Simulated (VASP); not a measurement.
# IrRu2 (P6_3/mmc) in VASP: single point with PBE

Aim: the single point of IrRu2 with PBE.

Everything below comes from runs of VASP 6.6.1. Logs are shortened: lines on timing, memory, paths and dates and some standing lists are left out, and cuts for length are marked.

## (1) The cell of the first run

It takes space group P6_3/mmc (No. 194, hexagonal). Conventional cell: a = 2.732 Å, b = 2.732 Å, c = 12.997 Å, α = 90.00°, β = 90.00°, γ = 120.00°. Within 3.5 Å of Ru (site symmetry 3m) lie 9 Ru at 2.63 to 2.73 Å and 3 Ir at 2.71 Å. Ir (site symmetry -6m2) has 6 Ru at 2.71 Å and 6 Ir at 2.73 Å within 3.6 Å.

## (2) Single point, PBE

INCAR

```
  PREC = Accurate
  ENCUT = 520
  EDIFF = 1E-6
  ISMEAR = 0
  SIGMA = 0.1
  LREAL = F
  LASPH = T
  NELM = 100
  ALGO = Fast
  ISIF = 2
  LWAVE = F
  LCHARG = F
  GGA = PE
  NBANDS = 46
```

KPOINTS

```
regular mesh
0
Gamma
  18 18 4
```

POSCAR

```
IrRu2
1.0
    2.7324008616      0.0000000000      0.0000000000
   -1.3662004308      2.3663285595      0.0000000000
    0.0000000000      0.0000000000     12.9966259792
Ru Ir
4 2
Direct
    0.3333333333      0.6666666667      0.0809008322
    0.3333333333      0.6666666667      0.4190991678
    0.6666666667      0.3333333333      0.5809008322
    0.6666666667      0.3333333333      0.9190991678
    0.3333333333      0.6666666667      0.7500000000
    0.6666666667      0.3333333333      0.2500000000
```

Potentials or basis: VASP PAW PBE potentials, release 64 (Ru_pv, Ir).

Command:

```sh
$ cat potpaw_PBE.64/Ru_pv/POTCAR potpaw_PBE.64/Ir/POTCAR > POTCAR
$ mpirun -np 1 vasp_std > vasp.out
```

OUTCAR:

```text
PREC = Accurate
   ENCUT = 520
   EDIFF = 1E-6
   ISMEAR = 0
   LREAL = F
   LASPH = T
   NELM = 100
   ISIF = 2
   GGA = PE

 ion  position               nearest neighbor table
   1  0.333  0.667  0.081-   4 2.63   4 2.63   4 2.63   6 2.71   6 2.71   6 2.71
   2  0.333  0.667  0.419-   3 2.63   3 2.63   3 2.63   6 2.71   6 2.71   6 2.71
   3  0.667  0.333  0.581-   2 2.63   2 2.63   2 2.63   5 2.71   5 2.71   5 2.71
   4  0.667  0.333  0.919-   1 2.63   1 2.63   1 2.63   5 2.71   5 2.71   5 2.71
   5  0.333  0.667  0.750-   3 2.71   4 2.71   3 2.71   4 2.71   3 2.71   4 2.71
   6  0.667  0.333  0.250-   1 2.71   2 2.71   1 2.71   2 2.71   1 2.71   2 2.71

  LATTYP: Found a hexagonal cell.
 ALAT       =     2.7324008616
 C/A-ratio  =     4.7564858297

  Lattice vectors:

 A1 = (   2.7324008616,   0.0000000000,   0.0000000000)
 A2 = (  -1.3662004308,   2.3663285595,   0.0000000000)
 A3 = (   0.0000000000,   0.0000000000,  12.9966259792)

Analysis of symmetry for initial positions (statically):
=====================================================================
 Subroutine PRICEL returns:
 Original cell was already a primitive cell.

 Routine SETGRP: Setting up the symmetry group for a
 hexagonal supercell.

 Subroutine GETGRP returns: Found 24 space group operations
 (whereof 12 operations were pure point group operations)
 out of a pool of 24 trial point group operations.

The static configuration has the point symmetry D_3d.
 The point group associated with its full space group is D_6h.

Analysis of symmetry for dynamics (positions and initial velocities):
=====================================================================
 Subroutine PRICEL returns:
 Original cell was already a primitive cell.

 Routine SETGRP: Setting up the symmetry group for a
 hexagonal supercell.

 Subroutine GETGRP returns: Found 24 space group operations
 (whereof 12 operations were pure point group operations)
 out of a pool of 24 trial point group operations.

The dynamic configuration has the point symmetry D_3d.
 The point group associated with its full space group is D_6h.

 Subroutine INISYM returns: Found 24 space group operations
 (whereof 12 operations are pure point group operations),
 and found     1 'primitive' translations

----------------------------------------------------------------------------------------

[... 102 lines left out ...]
   EDIFFG = 0.1E-04   stopping-criterion for IOM
   NSW    =      0    number of steps for IOM
   IBRION =     -1    ionic relax: 0-MD 1-quasi-New 2-CG
   NFREE  =      0    steps in history (QN), initial steepest desc. (CG)
   ISIF   =      2    stress and relaxation
   ISYM   =      2    0-nonsym 1-usesym 2-fastsym
   POTIM  = 0.5000    time-step for ionic-motion
   TEBEG  =    0.0;   TEEND  =   0.0 temperature during run
   PSTRESS=    0.0 pullay stress
   NELECT =      74.0000    total number of electrons
   NUPDOWN=      -1.0000    fix difference up-down
   EMIN   =  10.00;   EMAX   =-10.00  energy-range for DOS
   EFERMI =   0.00;   METHOD = LEGACY
   ISMEAR =     0;   SIGMA  =   0.10  broadening in eV -4-tet -1-fermi 0-gaus
   EFERMI_NEDOS =   21; number of points for ismear=-14 and -15
   IALGO  =     68    algorithm
   IMIX   =      4    mixing-type and parameters
     AMIX     =   0.40;   BMIX     =  1.00
     AMIX_MAG =   1.60;   BMIX_MAG =  1.00
  volume/ion in A,a.u.               =      14.01        94.51
  Fermi-wavevector in a.u.,A,eV,Ry     =   1.569165  2.965293 33.501352  2.462280
  Thomas-Fermi vector in A             =   2.671088
   LORBIT       =      0    0 simple, 1 ext, 2 COOP (PROOUT), +10 PAW based schemes
   GGA     = PE    functional components
   LHFCALC =     F    Hartree Fock is set to
   AEXX    =    0.0000 exact exchange contribution
   IVDW    =     0    specifies the selected vdW correction
   LEPSILON=     F    determine dielectric tensor
   LRPA    =     F    only Hartree local field effects (RPA)
 non-spin polarized calculation
 RMM-DIIS sequential band-by-band and
 Gauss-broadening in eV      SIGMA  =   0.10
  energy-cutoff  :      520.00
  volume of cell :       84.03
 maximum number of plane-waves:      2288
   NGX = 11   NGY = 11   NGZ = 49

 number of electron      74.0000009 magnetization

 Free energy of the ion-electron system (eV)
  ---------------------------------------------------
  ext. energy  EPLUGINS =         0.00000000
  ---------------------------------------------------
  free energy    TOTEN  =       -54.87660659 eV

  energy without entropy =      -54.85051418  energy(sigma->0) =      -54.86356038

 E-fermi :  11.8186     XC(G=0): -13.9702

 val. band max:       11.8170236784   @ k =   0.1667   0.1667   0.0000
 cond. band min:      11.8188005337   @ k =   0.5000   0.0000   0.0000
 fundamental gap:      0.0017768553
 Fermi energy:        11.8185567442

 k-point     1 :       0.0000    0.0000    0.0000
  band No.  band energies     occupation
      1     -31.7491      2.00000
      2     -31.7410      2.00000
      3     -31.1507      2.00000
      4     -31.1420      2.00000
      5     -31.0473      2.00000
      6     -31.0473      2.00000
[... 1165 lines left out ...]
     45      14.9546      0.00000
     46      16.5003      0.00000

 [... further k-points ...]

------------------------ aborting loop because EDIFF is reached ----------------------------------------

  FORCE on cell =-STRESS in cart. coord.  units (eV):
  Direction    XX          YY          ZZ          XY          YZ          ZX
  --------------------------------------------------------------------------------------
  -------------------------------------------------------------------------------------
  Total        0.0489473      0.0489473      0.0543058     -0.0000000      0.0000000      0.0000000
  in kB        0.9332320      0.9332320      1.0353958     -0.0000000      0.0000000      0.0000000
  external PRESSURE =       0.9672866 kB  Pullay stress =       0.0000000 kB

 VOLUME and BASIS-vectors are now :
 -----------------------------------------------------------------------------
  energy-cutoff  :      520.00
  volume of cell :       84.03
      direct lattice vectors                 reciprocal lattice vectors
     2.732400862  0.000000000  0.000000000     0.365978511  0.211297792  0.000000000
    -1.366200431  2.366328559  0.000000000     0.000000000  0.422595584  0.000000000
     0.000000000  0.000000000 12.996625979     0.000000000  0.000000000  0.076943047

 POSITION                                       TOTAL-FORCE (eV/Angst)
 -----------------------------------------------------------------------------------
     -0.00000      1.57755      1.05144         0.000000      0.000000     -0.017013
     -0.00000      1.57755      5.44688         0.000000      0.000000      0.017013
      1.36620      0.78878      7.54975        -0.000000     -0.000000     -0.017013
      1.36620      0.78878     11.94519         0.000000     -0.000000      0.017013
     -0.00000      1.57755      9.74747        -0.000000      0.000000      0.000000
      1.36620      0.78878      3.24916        -0.000000      0.000000      0.000000
 -----------------------------------------------------------------------------------
    total drift:                               -0.000000      0.000000     -0.000000

  FREE ENERGIE OF THE ION-ELECTRON SYSTEM (eV)
  ---------------------------------------------------
  free  energy   TOTEN  =       -54.8766065865 eV

  energy  without entropy=      -54.8505141784  energy(sigma->0) =      -54.86356038
```

stdout:

```text
POSCAR found type information on POSCAR RuIr
 POSCAR found :  2 types and       6 ions
 scaLAPACK will be used
 LDA part: xc-table for (Slater+PW92), standard interpolation
 POSCAR, INCAR and KPOINTS ok, starting setup
 FFT: planning ... GRIDC
 FFT: planning ... GRID_SOFT
 FFT: planning ... GRID
 WAVECAR not read
 entering main loop
```

Run time: 14 min. Hardware: 1 thread of Intel Xeon 8259CL, shared host; peak memory 0.44 GiB.

What came out:

| Quantity | Value |
| --- | --- |
| Free energy | -54.8766 eV |
| Pressure | 0.1 GPa |
| Largest force | 0.017 eV/Å |
| Band gap on the k mesh | zero (bands 37 and 38 overlap by 2.75 eV) |

Forces in eV/Å, atoms in the order of the input:
```
Ru   0.000  0.000 -0.017
Ru   0.000  0.000  0.017
Ru   0.000  0.000 -0.017
Ru   0.000  0.000  0.017
Ir   0.000  0.000  0.000
Ir   0.000  0.000  0.000
```

Levels at points of the mesh, in eV from the Fermi level:
```tsv
k point	band 32	band 33	band 34	band 35	band 36	band 37	band 38	band 39	band 40	band 41
(0.00, 0.00, 0.00)	-2.28	-2.27	-2.27	-1.92	-1.84	-1.84	-0.74	-0.74	-0.56	-0.56
(0.50, 0.00, 0.00)	-0.50	0.00	0.94	0.94	1.05	1.17	1.28	1.31	1.45	1.52
(0.00, 0.00, 0.50)	-2.41	-2.41	-2.41	-1.44	-1.44	-1.44	-1.44	-0.38	-0.38	0.11
(0.50, 0.00, 0.50)	-0.72	-0.08	-0.08	0.81	0.81	1.14	1.14	1.31	1.31	1.51
```

Caveat: spin-orbit coupling is left out, which moves the levels of the heavy elements.
